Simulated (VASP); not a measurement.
Write the native input for VASP 6.6.1 that does the following.

```
Task                   : single point
Functional             : PBE
Dispersion             : D3(BJ)
Potentials or basis    : VASP PAW PBE potentials, release 64 (S, W_sv)
Cutoff                 : 520 eV
k mesh                 : 12 × 12 × 1
Occupations            : gaussian, width 0.02 eV
Spin                   : no spin polarisation
Dipole correction      : yes
Further INCAR settings : ALGO = Normal; EDIFF = 1e-06; NBANDS = 20
```

The structure of WS2 lies in POSCAR:

```
WS2
1.0
    2.9700000000      0.0000000000      0.0000000000
   -1.4850000000      2.5720954492      0.0000000000
    0.0000000000      0.0000000000     32.2910878415
S W
2 1
Direct
    0.3333333333      0.6666666667      0.4512000864
    0.3333333333      0.6666666667      0.5488121587
    0.6666666667      0.3333333333      0.5000061202
```

The input as run:

INCAR

```
SYSTEM = WS2
PREC = Accurate
ENCUT = 520
EDIFF = 1E-6
ISMEAR = 0
SIGMA = 0.02
LREAL = .False.
LASPH = .True.
NELM = 80
ALGO = Normal
ISIF = 2
LWAVE = .False.
LCHARG = .True.
LDIPOL = .True.
IDIPOL = 3
DIPOL = 0.5 0.5 0.500
GGA = PE
IVDW = 12
LELF = .True.
LVHAR = .True.
LVACPOTAV = .True.
NBANDS = 20
```

KPOINTS

```
regular mesh
0
Gamma
  12 12 1
  0 0 0
```

Potentials or basis: VASP PAW PBE potentials, release 64 (S, W_sv).

Run with:

```sh
$ cat potpaw_PBE.64/S/POTCAR potpaw_PBE.64/W_sv/POTCAR > POTCAR
$ mpirun -np 1 vasp_std > vasp.out
```

Results of the run:

- Largest force: 1.675 eV/Å
- Band gap on the k mesh: 1.89 eV (least direct gap 2.77 eV)
- Dispersion energy per atom: -0.353 eV
- Ionisation potential of the upper face: 5.52 eV

Caveat: spin-orbit coupling is left out, which moves the levels of the heavy elements.

Wall time 77 s on 1 thread of Intel(R) Xeon(R) 6975P-C (Granite Rapids), on a shared host, peak memory 0.41 GiB.
